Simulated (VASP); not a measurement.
# C (I4_1/amd) in VASP: single point with r2SCAN

Aim: the single point of C with r2SCAN.

Everything below comes from runs of VASP 6.6.1. Logs are shortened: lines on timing, memory, paths and dates and some standing lists are left out, and cuts for length are marked.

## Step 1: The cell of the first run

The structure is tetragonal, space group I4_1/amd (No. 141). Conventional cell: a = 2.518 Å, b = 2.518 Å, c = 3.347 Å, α = 90.00°, β = 90.00°, γ = 90.00°. C (site symmetry -4m2) has 4 C at 1.51 Å within 2.0 Å.

## Step 2: Single point, r2SCAN (strain -0.0600 x Voigt [0, 0, 1, 0, 0, 0])

POSCAR reads:

```
C
1.0
    0.0000000000      1.7801417077      1.6733332052
    1.7801417077      0.0000000000      1.6733332052
    1.7801417077      1.7801417077      0.0000000000
C
2
Direct
    0.5000000000      0.5000000000      0.5000000000
    0.7500000000      0.7500000000      0.7500000000
```

INCAR.step1 reads:

```
ALGO = Normal
EDIFF = 1E-4
ENCUT = 520
GGA = PE
ISMEAR = 0
LASPH = T
LCHARG = F
LREAL = F
LWAVE = T
NBANDS = 11
NELM = 100
PREC = Accurate
SIGMA = 0.05
```

INCAR.step2 reads:

```
ALGO = Normal
EDIFF = 1E-7
ENCUT = 520
ISIF = 2
ISMEAR = 0
ISTART = 1
LASPH = T
LCHARG = T
LELF = T
LMIXTAU = T
LREAL = F
LVHAR = T
LWAVE = F
METAGGA = R2SCAN
NBANDS = 11
NELM = 100
PREC = Accurate
SIGMA = 0.05
```

KPOINTS reads:

```
k-points
0
Gamma
  12 12 12
```

Potentials or basis: VASP PAW PBE potentials, release 64 (C).

Command:

```
cat potpaw_PBE.64/C/POTCAR > POTCAR
cp INCAR.step1 INCAR
mpirun -np 1 vasp_std > vasp.out
cp INCAR.step2 INCAR
mpirun -np 1 vasp_std > vasp.out
```

OUTCAR:

```text
EDIFF = 1E-7
   ENCUT = 520
   ISIF = 2
   ISMEAR = 0
   ISTART = 1
   LASPH = T
   LREAL = F
   METAGGA = R2SCAN
   NELM = 100
   PREC = Accurate

 ion  position               nearest neighbor table
   1  0.500  0.500  0.500-   2 1.51   2 1.51   2 1.51   2 1.51
   2  0.750  0.750  0.750-   1 1.51   1 1.51   1 1.51   1 1.51

  LATTYP: Found a body centered tetragonal cell.
 ALAT       =     2.5175005460
 C/A-ratio  =     1.3293607486

  Lattice vectors:

 A1 = (   0.0000000000,  -1.7801417077,  -1.6733332052)
 A2 = (   0.0000000000,   1.7801417077,  -1.6733332052)
 A3 = (   1.7801417077,   0.0000000000,   1.6733332052)

Analysis of symmetry for initial positions (statically):
=====================================================================
 Subroutine PRICEL returns:
 Original cell was already a primitive cell.

 Routine SETGRP: Setting up the symmetry group for a
 body centered tetragonal supercell.

 Subroutine GETGRP returns: Found 16 space group operations
 (whereof  8 operations were pure point group operations)
 out of a pool of 16 trial point group operations.

The static configuration has the point symmetry D_2d.
 The point group associated with its full space group is D_4h.

Analysis of symmetry for dynamics (positions and initial velocities):
=====================================================================
 Subroutine PRICEL returns:
 Original cell was already a primitive cell.

 Routine SETGRP: Setting up the symmetry group for a
 body centered tetragonal supercell.

 Subroutine GETGRP returns: Found 16 space group operations
 (whereof  8 operations were pure point group operations)
 out of a pool of 16 trial point group operations.

The dynamic configuration has the point symmetry D_2d.
 The point group associated with its full space group is D_4h.

 Subroutine INISYM returns: Found 16 space group operations
 (whereof  8 operations are pure point group operations),
 and found     1 'primitive' translations

----------------------------------------------------------------------------------------

                                     Primitive cell

  volume of cell :      10.6053

  direct lattice vectors                    reciprocal lattice vectors
     0.000000000  1.780141708  1.673333205    -0.280876516  0.280876516  0.298804804
     1.780141708  0.000000000  1.673333205     0.280876516 -0.280876516  0.298804804
     1.780141708  1.780141708  0.000000000     0.280876516  0.280876516 -0.298804804

  length of vectors
     2.443143163  2.443143163  2.517500546     0.497058895  0.497058895  0.497058895

  position of ions in fractional coordinates (direct lattice)
     0.500000000  0.500000000  0.500000000
     0.750000000  0.750000000  0.750000000

  ion indices of the primitive-cell ions
   primitive index   ion index
                 1           1
                 2           2

----------------------------------------------------------------------------------------

 KPOINTS: k-points

Automatic generation of k-mesh.
 Grid dimensions read from file:
 generate k-points for:   12   12   12

 Generating k-lattice:

  Cartesian coordinates                     Fractional coordinates (reciprocal lattice)
    -0.023406376  0.023406376  0.024900400     0.083333333 -0.000000000  0.000000000
     0.023406376 -0.023406376  0.024900400    -0.000000000  0.083333333  0.000000000
     0.023406376  0.023406376 -0.024900400     0.000000000  0.000000000  0.083333333

  Length of vectors
     0.041421575  0.041421575  0.041421575

  Shift w.r.t. Gamma in fractional coordinates (k-lattice)
     0.000000000  0.000000000  0.000000000

 Subroutine IBZKPT returns following result:
 ===========================================

 Found    163 irreducible k-points:

 Following reciprocal coordinates:
            Coordinates               Weight
  0.000000  0.000000  0.000000      1.000000
  0.083333 -0.000000  0.000000      8.000000
  0.166667 -0.000000  0.000000      8.000000
  0.250000 -0.000000  0.000000      8.000000
  0.333333 -0.000000  0.000000      8.000000
  0.416667  0.000000  0.000000      8.000000
[... 16 lines left out ...]
  0.500000  0.166667  0.000000      8.000000
 -0.416667  0.166667  0.000000      8.000000
 [... further k-points ...]
   k-points           NKPTS =    163   k-points in BZ     NKDIM =    163   number of bands    NBANDS=     11
   number of dos      NEDOS =    301   number of ions     NIONS =      2
   total plane-waves  NPLWV =   6480
   dimension x,y,z NGX =    18 NGY =   18 NGZ =   20
   dimension x,y,z NGXF=    36 NGYF=   36 NGZF=   40
   ions per type =               2
   NGX,Y,Z   is equivalent  to a cutoff of  12.25, 12.25, 13.21 a.u.
   NGXF,Y,Z  is equivalent  to a cutoff of  24.50, 24.50, 26.41 a.u.
 SYSTEM =  unknown system
   PREC   = accura    normal or accurate (medium, high low for compatibility)
   ISTART =      1    job   : 0-new  1-cont  2-samecut
   ICHARG =      0    charge: 1-file 2-atom 10-const
   ISPIN  =      1    spin polarized calculation?
   LNONCOLLINEAR =      F non collinear calculations
   LSORBIT =      F    spin-orbit coupling
   LASPH  =      T    aspherical Exc in radial PAW
   ENCUT  =  520.0 eV  38.22 Ry    6.18 a.u.   4.54  4.54  4.68*2*pi/ulx,y,z
   NELM   =    100;   NELMIN=  2; NELMDL=  0     # of ELM steps
   EDIFF  = 0.1E-06   stopping-criterion for ELM
   LREAL  =      F    real-space projection
   EDIFFG = 0.1E-05   stopping-criterion for IOM
   NSW    =      0    number of steps for IOM
   IBRION =     -1    ionic relax: 0-MD 1-quasi-New 2-CG
   NFREE  =      0    steps in history (QN), initial steepest desc. (CG)
   ISIF   =      2    stress and relaxation
   ISYM   =      2    0-nonsym 1-usesym 2-fastsym
   POTIM  = 0.5000    time-step for ionic-motion
   TEBEG  =    0.0;   TEEND  =   0.0 temperature during run
   PSTRESS=    0.0 pullay stress
   NELECT =       8.0000    total number of electrons
   NUPDOWN=      -1.0000    fix difference up-down
   EMIN   =  10.00;   EMAX   =-10.00  energy-range for DOS
   EFERMI =   0.00;   METHOD = LEGACY
   ISMEAR =     0;   SIGMA  =   0.05  broadening in eV -4-tet -1-fermi 0-gaus
   EFERMI_NEDOS =   21; number of points for ismear=-14 and -15
   IALGO  =     38    algorithm
   IMIX   =      4    mixing-type and parameters
     AMIX     =   0.40;   BMIX     =  1.00
     AMIX_MAG =   1.60;   BMIX_MAG =  1.00
  volume/ion in A,a.u.               =       5.30        35.78
  Fermi-wavevector in a.u.,A,eV,Ry     =   1.490268  2.816198 30.217151  2.220898
  Thomas-Fermi vector in A             =   2.603071
   LORBIT       =      0    0 simple, 1 ext, 2 COOP (PROOUT), +10 PAW based schemes
   METAGGA = R2SCAN    functional components
   LHFCALC =     F    Hartree Fock is set to
   AEXX    =    0.0000 exact exchange contribution
   IVDW    =     0    specifies the selected vdW correction
   LEPSILON=     F    determine dielectric tensor
   LRPA    =     F    only Hartree local field effects (RPA)
 non-spin polarized calculation
 Gauss-broadening in eV      SIGMA  =   0.05
  energy-cutoff  :      520.00
  volume of cell :       10.61
 maximum number of plane-waves:       298
   NGX =  9   NGY =  9   NGZ =  9

 number of electron       7.9999999 magnetization

 Free energy of the ion-electron system (eV)
  ---------------------------------------------------
  ext. energy  EPLUGINS =         0.00000000
  ---------------------------------------------------
  free energy    TOTEN  =       -19.50221208 eV

  energy without entropy =      -19.50221208  energy(sigma->0) =      -19.50221208

 E-fermi :  11.5769     XC(G=0): -14.6352

 val. band max:       11.3581014262   @ k =   0.0000   0.0000   0.0000
 cond. band min:      14.1884536414   @ k =   0.3333   0.3333   0.0000
 fundamental gap:      2.8303522152
 Fermi energy:        11.5769363171

 k-point     1 :       0.0000    0.0000    0.0000
  band No.  band energies     occupation
      1     -12.9266      2.00000
      2      10.4030      2.00000
      3      10.4030      2.00000
      4      11.3581      2.00000
      5      16.2162      0.00000
      6      17.0700      0.00000
      7      17.0700      0.00000
      8      26.1368      0.00000
      9      32.1186      0.00000
     10      37.1657      0.00000
     11      39.2289      0.00000

 k-point     2 :       0.0833   -0.0000    0.0000
  band No.  band energies     occupation
      1     -12.7160      2.00000
      2       9.2412      2.00000
      3      10.0159      2.00000
      4      10.7888      2.00000
      5      16.7258      0.00000
      6      17.5300      0.00000
      7      17.8955      0.00000
      8      26.2906      0.00000
      9      32.4680      0.00000
     10      35.4459      0.00000
     11      36.9830      0.00000

 k-point     3 :       0.1667   -0.0000    0.0000
  band No.  band energies     occupation
      1     -12.0864      2.00000
      2       6.5084      2.00000
      3       9.1679      2.00000
      4       9.9671      2.00000
      5      17.7117      0.00000
      6      18.4840      0.00000
      7      19.2932      0.00000
      8      26.7257      0.00000
      9      33.1268      0.00000
     10      34.1013      0.00000
     11      35.3842      0.00000

 k-point     4 :       0.2500   -0.0000    0.0000
  band No.  band energies     occupation
      1     -11.0464      2.00000
      2       3.3925      2.00000
      3       8.2841      2.00000
      4       9.2063      2.00000
      5      18.5611      0.00000
      6      19.2614      0.00000
      7      20.4495      0.00000
      8      27.3182      0.00000
      9      33.3094      0.00000
     10      34.1413      0.00000
     11      35.2335      0.00000
[... 239 lines left out ...]
 k-point    22 :       0.4167    0.1667    0.0000
  band No.  band energies     occupation
      1      -8.1291      2.00000
      2      -0.3462      2.00000
      3       5.5800      2.00000
      4       6.6828      2.00000
      5      17.1567      0.00000
      6      22.6453      0.00000
      7      23.6353      0.00000
      8      23.9885      0.00000
      9      34.5021      0.00000
     10      36.5146      0.00000
     11      40.4121      0.00000

 k-point    23 :       0.5000    0.1667    0.0000
  band No.  band energies     occupation
      1      -6.3915      2.00000
      2      -2.7651      2.00000
      3       5.6335      2.00000
      4       5.9002      2.00000
      5      17.5937      0.00000
      6      22.2841      0.00000
      7      23.9031      0.00000
      8      25.6851      0.00000
      9      33.3208      0.00000
     10      37.6890      0.00000
     11      39.7081      0.00000

 k-point    24 :      -0.4167    0.1667    0.0000
  band No.  band energies     occupation
      1      -6.2327      2.00000
      2      -2.9629      2.00000
      3       5.3188      2.00000
      4       6.0313      2.00000
      5      17.9980      0.00000
      6      21.8042      0.00000
      7      23.9497      0.00000
      8      27.5279      0.00000
      9      31.9711      0.00000
     10      36.8287      0.00000
     11      38.0990      0.00000

 [... further k-points ...]
[... 5 lines left out ...]
  --------------------------------------------------------------------------------------
  -------------------------------------------------------------------------------------
  Total        0.8129635      0.8129635      4.8623146      0.0000000      0.0000000     -0.0000000
  in kB      122.8174386    122.8174386    734.5680996      0.0000000      0.0000000     -0.0000000
  external PRESSURE =     326.7343256 kB  Pullay stress =       0.0000000 kB

 VOLUME and BASIS-vectors are now :
 -----------------------------------------------------------------------------
  energy-cutoff  :      520.00
  volume of cell :       10.61
      direct lattice vectors                 reciprocal lattice vectors
     0.000000000  1.780141708  1.673333205    -0.280876516  0.280876516  0.298804804
     1.780141708  0.000000000  1.673333205     0.280876516 -0.280876516  0.298804804
     1.780141708  1.780141708  0.000000000     0.280876516  0.280876516 -0.298804804

 POSITION                                       TOTAL-FORCE (eV/Angst)
 -----------------------------------------------------------------------------------
      1.78014      1.78014      1.67333         0.000000      0.000000      0.000000
      2.67021      2.67021      2.51000        -0.000000     -0.000000     -0.000000
 -----------------------------------------------------------------------------------
    total drift:                                0.000000     -0.000000      0.000000

  FREE ENERGIE OF THE ION-ELECTRON SYSTEM (eV)
  ---------------------------------------------------
  free  energy   TOTEN  =       -19.5022120824 eV

  energy  without entropy=      -19.5022120824  energy(sigma->0) =      -19.50221208
```

Wall time 63 s (1 thread of Intel Xeon Platinum 8259CL at 2.50GHz (Skylake/Cascade Lake), shared host); peak memory 0.12 GiB.

Results:

```
Free energy            : -19.5022 eV
Pressure               : 32.7 GPa
Band gap on the k mesh : 2.83 eV, indirect (least direct gap 4.86 eV)
```

Stress tensor (GPa, compression positive):
```
12.28  0.00  0.00
 0.00 12.28  0.00
 0.00  0.00 73.46
```

Caveat: the cell differs from its parent crystal (strain -0.0600 x Voigt [0, 0, 1, 0, 0, 0]); the PAW data sets were made with another functional, which shifts forces and pressure a little. A k mesh can miss the band edges.
